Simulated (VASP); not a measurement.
**Se: electric field gradients with PBE**

Crystal: Se.

```
Se
1.0
     4.36964    0.00000    0.00000
    -2.18482    3.78422    0.00000
     0.00000    0.00000    4.96589
Se
3
Cartesian
  0.9482 0.0000 0.8276
  -0.4741 0.8212 4.1382
  1.7107 2.9630 2.4829
```

```yaml
Program: VASP 6.6.1
Task: electric field gradients
Functional: PBE
Potentials_or_basis: VASP PAW PBE potentials, release 64 (Se)
Cutoff: 520 eV
k_mesh: 8 × 8 × 6
Occupations: fermi-dirac, width 0.03 eV
Spin: no spin polarisation
Dipole_correction: no
Further_INCAR_settings: ALGO = Normal; EDIFF = 1e-08; NBANDS = 16
```

```json
{
  "Pressure": "5.0 GPa",
  "Largest force": "1.064 eV/Å",
  "Band gap on the k mesh": "1.09 eV (least direct gap 1.16 eV)",
  "Largest electric field gradient by atom": "Se -496.0 V/Å²"
}
```

Forces in eV/Å, atoms in the order of the input:
```
Se   1.064  0.000  0.000
Se  -0.532  0.921  0.000
Se  -0.532 -0.921  0.000
```

Stress tensor (GPa, compression positive):
```
4.20 0.00 0.00
0.00 4.20 0.00
0.00 0.00 6.64
```

Levels at points of the mesh, in eV from the valence-band top:
| k point | band 6 | band 7 | band 8 | band 9 | band 10 | band 11 | band 12 | band 13 |
| --- | --- | --- | --- | --- | --- | --- | --- | --- |
| (0.00, 0.00, 0.00) | -3.75 | -2.16 | -2.16 | -0.40 | 2.03 | 2.03 | 2.44 | 6.00 |
| (0.50, 0.00, 0.00) | -3.42 | -2.93 | -1.94 | -1.05 | 2.06 | 2.59 | 4.27 | 5.41 |
| (0.00, 0.00, 0.50) | -3.46 | -1.54 | -1.54 | -1.21 | 1.27 | 1.43 | 1.43 | 6.15 |
| (0.50, 0.00, 0.50) | -4.32 | -1.83 | -1.41 | 0.00 | 1.52 | 2.80 | 3.14 | 6.22 |

Electric field gradients, principal values (V/Å²):
| atom | least | middle | greatest (by size) |
| --- | --- | --- | --- |
| 1 Se | 153.086 | 342.906 | -495.992 |
| 2 Se | 153.086 | 342.906 | -495.992 |
| 3 Se | 153.086 | 342.905 | -495.991 |

It took 44 s on 1 thread of Intel Xeon 6975P-C, with other jobs on the host, peak memory 0.22 GiB.

Caveat: the cell stands under pressure; without QUAD_EFG the Cq values of the log hold for a quadrupole moment of 1 mb, not for the nuclei; forces of over 1 eV/Å act on the atoms, so gaps and moduli don't describe the material at rest. A k mesh can miss the band edges.
